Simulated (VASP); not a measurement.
# BaMn2 (Fd-3m) in VASP: single point with PBE

Aim: the single point of BaMn2 with PBE.

All numbers are computed with VASP 6.6.1; they aren't measurements. Logs are shortened: lines on timing, memory, paths and dates and some standing lists are left out, and cuts for length are marked.

### 1 The cell of the first run

The structure is cubic, space group Fd-3m (No. 227). Conventional cell: a = 8.011 Å, b = 8.011 Å, c = 8.011 Å, α = 90.00°, β = 90.00°, γ = 90.00°. Ba (site symmetry -43m) has 12 Mn at 3.32 Å and 4 Ba at 3.47 Å within 4.4 Å. Within 3.7 Å of Mn (site symmetry -3m) lie 6 Mn at 2.83 Å and 6 Ba at 3.32 Å.

### 2 Single point, PBE, collinear spin, ferromagnetic start

Contents of INCAR:

```
SYSTEM = BaMn2
ALGO = Normal
EDIFF = 1E-6
ENCUT = 520
GGA = PE
ISIF = 2
ISMEAR = 0
ISPIN = 2
LASPH = .TRUE.
LCHARG = .FALSE.
LMAXMIX = 4
LORBIT = 11
LREAL = .FALSE.
LWAVE = .FALSE.
MAGMOM = 0 0 4 4 4 4
NBANDS = 49
NELM = 150
PREC = Accurate
SIGMA = 0.1
```

Contents of KPOINTS:

```
k-points
0
G
  4 4 4
  0 0 0
```

Contents of POSCAR:

```
BaMn2
1.0
    0.0000000000      4.0055368449      4.0055368449
    4.0055368449      0.0000000000      4.0055368449
    4.0055368449      4.0055368449      0.0000000000
Ba Mn
2 4
Direct
    0.0000000000      0.0000000000      0.0000000000
    0.2500000000      0.2500000000      0.2500000000
    0.6250000000      0.6250000000      0.6250000000
    0.1250000000      0.6250000000      0.6250000000
    0.6250000000      0.6250000000      0.1250000000
    0.6250000000      0.1250000000      0.6250000000
```

Potentials or basis: VASP PAW PBE potentials, release 64 (Ba_sv, Mn_pv).

Launch:

```bash
cat potpaw_PBE.64/Ba_sv/POTCAR potpaw_PBE.64/Mn_pv/POTCAR > POTCAR
mpirun -np 1 vasp_std > vasp.out
```

OUTCAR:

```text
SYSTEM = BaMn2
   EDIFF = 1E-6
   ENCUT = 520
   GGA = PE
   ISIF = 2
   ISMEAR = 0
   ISPIN = 2
   LASPH = .TRUE.
   LORBIT = 11
   LREAL = .FALSE.
   NELM = 150
   PREC = Accurate

 ion  position               nearest neighbor table
   1  0.000  0.000  0.000-   3 3.32   5 3.32   6 3.32   3 3.32   4 3.32   5 3.32   3 3.32   4 3.32
                             6 3.32   4 3.32   5 3.32   6 3.32   2 3.47   2 3.47   2 3.47   2 3.47
   2  0.250  0.250  0.250-   4 3.32   5 3.32   6 3.32   3 3.32   4 3.32   6 3.32   3 3.32   4 3.32
                             5 3.32   3 3.32   5 3.32   6 3.32   1 3.47   1 3.47   1 3.47   1 3.47
   3  0.625  0.625  0.625-   4 2.83   5 2.83   6 2.83   5 2.83   6 2.83   4 2.83   1 3.32   2 3.32
                             1 3.32   2 3.32   1 3.32   2 3.32
   4  0.125  0.625  0.625-   3 2.83   5 2.83   6 2.83   3 2.83   5 2.83   6 2.83   2 3.32   1 3.32
                             1 3.32   2 3.32   2 3.32   1 3.32
   5  0.625  0.625  0.125-   3 2.83   3 2.83   4 2.83   6 2.83   6 2.83   4 2.83   1 3.32   2 3.32
                             1 3.32   2 3.32   1 3.32   2 3.32
   6  0.625  0.125  0.625-   3 2.83   5 2.83   3 2.83   4 2.83   5 2.83   4 2.83   2 3.32   1 3.32
                             2 3.32   2 3.32   1 3.32   1 3.32

  LATTYP: Found a face centered cubic cell.
 ALAT       =     8.0110736898

  Lattice vectors:

 A1 = (   0.0000000000,   4.0055368449,   4.0055368449)
 A2 = (   4.0055368449,   0.0000000000,   4.0055368449)
 A3 = (   4.0055368449,   4.0055368449,   0.0000000000)

Analysis of symmetry for initial positions (statically):
=====================================================================
 Subroutine PRICEL returns:
 Original cell was already a primitive cell.

 Routine SETGRP: Setting up the symmetry group for a
 face centered cubic supercell.

 Subroutine GETGRP returns: Found 48 space group operations
 (whereof 24 operations were pure point group operations)
 out of a pool of 48 trial point group operations.

The static configuration has the point symmetry T_d .
 The point group associated with its full space group is O_h .

Analysis of symmetry for dynamics (positions and initial velocities):
=====================================================================
 Subroutine PRICEL returns:
 Original cell was already a primitive cell.

 Routine SETGRP: Setting up the symmetry group for a
 face centered cubic supercell.

 Subroutine GETGRP returns: Found 48 space group operations
 (whereof 24 operations were pure point group operations)
 out of a pool of 48 trial point group operations.

The dynamic configuration has the point symmetry T_d .
 The point group associated with its full space group is O_h .

Analysis of structural, dynamic, and magnetic symmetry:
=====================================================================
 Subroutine PRICEL returns:
 Original cell was already a primitive cell.

 Routine SETGRP: Setting up the symmetry group for a
 face centered cubic supercell.

 Subroutine GETGRP returns: Found 48 space group operations
 (whereof 24 operations were pure point group operations)
 out of a pool of 48 trial point group operations.

The overall configuration has the point symmetry T_d .
 The point group associated with its full space group is O_h .

 Subroutine INISYM returns: Found 48 space group operations
 (whereof 24 operations are pure point group operations),
 and found     1 'primitive' translations

----------------------------------------------------------------------------------------

                                     Primitive cell

  volume of cell :     128.5323

  direct lattice vectors                    reciprocal lattice vectors
     0.000000000  4.005536845  4.005536845    -0.124827213  0.124827213  0.124827213
     4.005536845  0.000000000  4.005536845     0.124827213 -0.124827213  0.124827213
     4.005536845  4.005536845  0.000000000     0.124827213  0.124827213 -0.124827213

  length of vectors
     5.664684531  5.664684531  5.664684531     0.216207075  0.216207075  0.216207075

  position of ions in fractional coordinates (direct lattice)
     0.000000000  0.000000000  0.000000000
     0.250000000  0.250000000  0.250000000
     0.625000000  0.625000000  0.625000000
     0.125000000  0.625000000  0.625000000
[... 48 lines left out ...]
   k-points           NKPTS =      8   k-points in BZ     NKDIM =      8   number of bands    NBANDS=     49
   number of dos      NEDOS =    301   number of ions     NIONS =      6
   total plane-waves  NPLWV =  74088
   dimension x,y,z NGX =    42 NGY =   42 NGZ =   42
   dimension x,y,z NGXF=    84 NGYF=   84 NGZF=   84
   ions per type =               2   4
   NGX,Y,Z   is equivalent  to a cutoff of  12.33, 12.33, 12.33 a.u.
   NGXF,Y,Z  is equivalent  to a cutoff of  24.65, 24.65, 24.65 a.u.
 SYSTEM =  BaMn2
   PREC   = accura    normal or accurate (medium, high low for compatibility)
   ISTART =      0    job   : 0-new  1-cont  2-samecut
   ICHARG =      2    charge: 1-file 2-atom 10-const
   ISPIN  =      2    spin polarized calculation?
   LNONCOLLINEAR =      F non collinear calculations
   LSORBIT =      F    spin-orbit coupling
   LASPH  =      T    aspherical Exc in radial PAW
   ENCUT  =  520.0 eV  38.22 Ry    6.18 a.u.  10.53 10.53 10.53*2*pi/ulx,y,z
   NELM   =    150;   NELMIN=  2; NELMDL= -5     # of ELM steps
   EDIFF  = 0.1E-05   stopping-criterion for ELM
   LREAL  =      F    real-space projection
   EDIFFG = 0.1E-04   stopping-criterion for IOM
   NSW    =      0    number of steps for IOM
   IBRION =     -1    ionic relax: 0-MD 1-quasi-New 2-CG
   NFREE  =      0    steps in history (QN), initial steepest desc. (CG)
   ISIF   =      2    stress and relaxation
   ISYM   =      2    0-nonsym 1-usesym 2-fastsym
   POTIM  = 0.5000    time-step for ionic-motion
   TEBEG  =    0.0;   TEEND  =   0.0 temperature during run
   PSTRESS=    0.0 pullay stress
   NELECT =      72.0000    total number of electrons
   NUPDOWN=      -1.0000    fix difference up-down
   EMIN   =  10.00;   EMAX   =-10.00  energy-range for DOS
   EFERMI =   0.00;   METHOD = LEGACY
   ISMEAR =     0;   SIGMA  =   0.10  broadening in eV -4-tet -1-fermi 0-gaus
   EFERMI_NEDOS =   21; number of points for ismear=-14 and -15
   IALGO  =     38    algorithm
   IMIX   =      4    mixing-type and parameters
     AMIX     =   0.40;   BMIX     =  1.00
     AMIX_MAG =   1.60;   BMIX_MAG =  1.00
  volume/ion in A,a.u.               =      21.42       144.56
  Fermi-wavevector in a.u.,A,eV,Ry     =   1.349527  2.550236 24.779247  1.821223
  Thomas-Fermi vector in A             =   2.477107
   LORBIT       =     11    0 simple, 1 ext, 2 COOP (PROOUT), +10 PAW based schemes
   GGA     = PE    functional components
   LHFCALC =     F    Hartree Fock is set to
   AEXX    =    0.0000 exact exchange contribution
   IVDW    =     0    specifies the selected vdW correction
   LEPSILON=     F    determine dielectric tensor
   LRPA    =     F    only Hartree local field effects (RPA)
 spin polarized calculation
 Gauss-broadening in eV      SIGMA  =   0.10
  energy-cutoff  :      520.00
  volume of cell :      128.53
 maximum number of plane-waves:      3479
   NGX = 21   NGY = 21   NGZ = 21

 number of electron      71.9999972 magnetization      13.3422171

 Free energy of the ion-electron system (eV)
  ---------------------------------------------------
  ext. energy  EPLUGINS =         0.00000000
  ---------------------------------------------------
  free energy    TOTEN  =       -34.94762250 eV

  energy without entropy =      -34.87619645  energy(sigma->0) =      -34.91190947

 E-fermi :   5.4697     XC(G=0): -10.7847

 val. band max:        5.4559096706   @ k =   0.2500   0.0000   0.0000
 cond. band min:       5.4740190464   @ k =  -0.2500   0.5000   0.2500
 fundamental gap:      0.0181093758
 Fermi energy:         5.4697075064

 spin component 1

 k-point     1 :       0.0000    0.0000    0.0000
  band No.  band energies     occupation
      1     -43.9334      1.00000
      2     -43.9334      1.00000
      3     -43.9334      1.00000
      4     -43.9334      1.00000
      5     -43.9334      1.00000
      6     -43.8797      1.00000
[... 397 lines left out ...]
     47       8.3930      0.00000
     48       8.3930      0.00000
 Fermi energy:         5.4697075064

 spin component 2

 k-point     1 :       0.0000    0.0000    0.0000
  band No.  band energies     occupation
      1     -40.4228      1.00000
      2     -40.4091      1.00000
      3     -40.4091      1.00000
      4     -40.4091      1.00000
      5     -40.3989      1.00000
      6     -40.3989      1.00000
[... 397 lines left out ...]
     47       8.9319      0.00000
     48       8.9319      0.00000
 [bands above 48 left out]

------------------------ aborting loop because EDIFF is reached ----------------------------------------

  FORCE on cell =-STRESS in cart. coord.  units (eV):
  Direction    XX          YY          ZZ          XY          YZ          ZX
  --------------------------------------------------------------------------------------
  -------------------------------------------------------------------------------------
  Total        3.3177192      3.3177192      3.3177192      0.0000000      0.0000000      0.0000000
  in kB       41.3559521     41.3559521     41.3559521      0.0000000      0.0000000      0.0000000
  external PRESSURE =      41.3559521 kB  Pullay stress =       0.0000000 kB

 VOLUME and BASIS-vectors are now :
 -----------------------------------------------------------------------------
  energy-cutoff  :      520.00
  volume of cell :      128.53
      direct lattice vectors                 reciprocal lattice vectors
     0.000000000  4.005536845  4.005536845    -0.124827213  0.124827213  0.124827213
     4.005536845  0.000000000  4.005536845     0.124827213 -0.124827213  0.124827213
     4.005536845  4.005536845  0.000000000     0.124827213  0.124827213 -0.124827213

 POSITION                                       TOTAL-FORCE (eV/Angst)
 -----------------------------------------------------------------------------------
      0.00000      0.00000      0.00000        -0.000000     -0.000000     -0.000000
      2.00277      2.00277      2.00277         0.000000      0.000000      0.000000
      5.00692      5.00692      5.00692        -0.000000      0.000000     -0.000000
      5.00692      3.00415      3.00415        -0.000000      0.000000     -0.000000
      3.00415      3.00415      5.00692        -0.000000      0.000000     -0.000000
      3.00415      5.00692      3.00415        -0.000000      0.000000     -0.000000
 -----------------------------------------------------------------------------------
    total drift:                                0.000000      0.000000      0.000000

  FREE ENERGIE OF THE ION-ELECTRON SYSTEM (eV)
  ---------------------------------------------------
  free  energy   TOTEN  =       -34.9476224987 eV

  energy  without entropy=      -34.8761964501  energy(sigma->0) =      -34.91190947

 total charge

# of ion       s       p       d       tot
------------------------------------------
    1        2.075   5.487   0.648   8.210
    2        2.075   5.487   0.648   8.210
    3        0.352   6.164   5.011  11.526
    4        0.352   6.164   5.011  11.526
    5        0.352   6.164   5.011  11.526
    6        0.352   6.164   5.011  11.526
--------------------------------------------------
tot          5.556  35.630  21.338  62.525

 magnetization (x)

# of ion       s       p       d       tot
------------------------------------------
    1       -0.021   0.038  -0.169  -0.152
    2       -0.021   0.038  -0.169  -0.152
    3        0.013   0.011   3.280   3.305
    4        0.013   0.011   3.280   3.305
    5        0.013   0.011   3.280   3.305
    6        0.013   0.011   3.280   3.305
--------------------------------------------------
tot          0.012   0.119  12.782  12.913
```

Wall time 2.1 min (1 thread of AMD EPYC 7R13 (Zen 3), shared host); peak memory 0.32 GiB.

What came out:

* Free energy: -34.9476 eV
* Pressure: 4.1 GPa
* Net moment: 13.34 μB per cell
* Site moments: Ba -0.15; Mn +3.31 μB
* Valence electrons inside the program's atomic spheres: Ba 8.21; Mn 11.53

Levels at points of the mesh, in eV from the Fermi level:
Spin up:
| k point | band 38 | band 39 | band 40 | band 41 | band 42 | band 43 | band 44 | band 45 | band 46 | band 47 |
| --- | --- | --- | --- | --- | --- | --- | --- | --- | --- | --- |
| (0.00, 0.00, 0.00) | -1.33 | -0.59 | -0.59 | -0.44 | -0.44 | -0.44 | 0.20 | 0.73 | 0.73 | 0.73 |
| (0.50, 0.00, 0.00) | -1.44 | -1.44 | -1.20 | -1.20 | -0.44 | 0.73 | 0.93 | 0.93 | 0.98 | 0.98 |
| (0.50, 0.50, 0.00) | -1.66 | -1.31 | -1.31 | -1.22 | -1.22 | 0.58 | 0.58 | 1.27 | 1.27 | 2.60 |
Spin down:
```csv
k point,band 27,band 28,band 29,band 30,band 31,band 32
"(0.00, 0.00, 0.00)",-0.53,-0.06,-0.06,0.35,0.35,0.35
"(0.50, 0.00, 0.00)",-0.27,-0.14,-0.02,0.07,0.07,0.15
"(0.50, 0.50, 0.00)",-0.33,-0.33,-0.17,-0.17,-0.17,-0.17
```

Caveat: the cell stands under pressure; spin-orbit coupling is left out, which moves the levels of the heavy elements.
